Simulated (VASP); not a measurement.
Input of a VASP 6.6.1 run:

INCAR

```
SYSTEM = ScB2
ALGO = Normal ; EDIFF = 1E-6
ENCUT = 520 ; GGA = PS
ISIF = 2 ; ISMEAR = -1
LASPH = .True. ; LCHARG = .True.
LELF = .True. ; LREAL = .False.
LVHAR = .True. ; LWAVE = .False.
NBANDS = 16 ; NELM = 60
PREC = Accurate ; SIGMA = 0.05
```

The input KPOINTS:

```
k-points
0
Gamma
  11 11 8
  0 0 0
```

File POSCAR:

```
ScB2
1.0
    3.0636548026      0.0000000000      0.0000000000
   -1.5318274013      2.6532028661      0.0000000000
    0.0000000000      0.0000000000      3.4235126683
Sc B
1 2
Direct
    0.0000000000      0.0000000000      0.0000000000
    0.3333333333      0.6666666667      0.5000000000
    0.6666666667      0.3333333333      0.5000000000
```

Potentials or basis: VASP PAW PBE potentials, release 64 (Sc_sv, B).

Launch:

```sh
$ cat potpaw_PBE.64/Sc_sv/POTCAR potpaw_PBE.64/B/POTCAR > POTCAR
$ mpirun -np 1 vasp_std > vasp.out
```

Task: Predict the pressure.

Result: 13.8 GPa.

Stress tensor (GPa, compression positive):
```
14.79  0.00  0.00
 0.00 14.79  0.00
 0.00  0.00 11.69
```

Caveat: the PAW data sets were made with another functional, which shifts forces and pressure a little.
